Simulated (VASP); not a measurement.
Input of a VASP 6.6.1 run:

File INCAR:

```
PREC     = Accurate       # precision mode
ENCUT    = 520            # plane-wave cutoff, eV
EDIFF    = 1E-6           # SCF threshold, eV
ISMEAR   = -1             # smearing method
SIGMA    = 0.05           # smearing width, eV
LREAL    = False          # projectors in reciprocal space
LASPH    = True           # aspherical terms in the spheres
NELM     = 100            # most SCF steps
ALGO     = Normal         # electronic algorithm
ISIF     = 2              # what is computed and relaxed
LWAVE    = False          # write WAVECAR
LCHARG   = False          # write CHGCAR
GGA      = PE             # functional
NBANDS   = 22             # bands
```

File KPOINTS:

```
Automatic mesh
0
Gamma
  9 9 4
```

The input POSCAR:

```
F
1.0
    3.0218743518     -1.8206923869      0.1460333170
    3.0218743518      1.8206923869      0.1460333170
   -1.3085458068      0.0000000000      6.7316942138
F
4
Direct
    0.9236106942      0.5862237664      0.0928428741
    0.4137762336      0.0763893058      0.4071571259
    0.0763893058      0.4137762336      0.9071571259
    0.5862237664      0.9236106942      0.5928428741
```

Potentials or basis: VASP PAW PBE potentials, release 64 (F).

The run is started by

```bash
$ cat potpaw_PBE.64/F/POTCAR > POTCAR
$ mpirun -np 1 vasp_std > vasp.out
```

Task: Estimate the largest force.

Result: 1.103 eV/Å.

Task: What does it give for the band gap on the k mesh?

Result: 3.23 eV, indirect (least direct gap 3.25 eV).

Task: What does it give for the pressure?

Result: 1.9 GPa.

Stress tensor (GPa, compression positive):
```
-0.29  0.00 -0.78
 0.00  0.84  0.00
-0.78  0.00  5.06
```

Caveat: forces of over 1 eV/Å act on the atoms, so gaps and moduli don't describe the material at rest. A k mesh can miss the band edges.
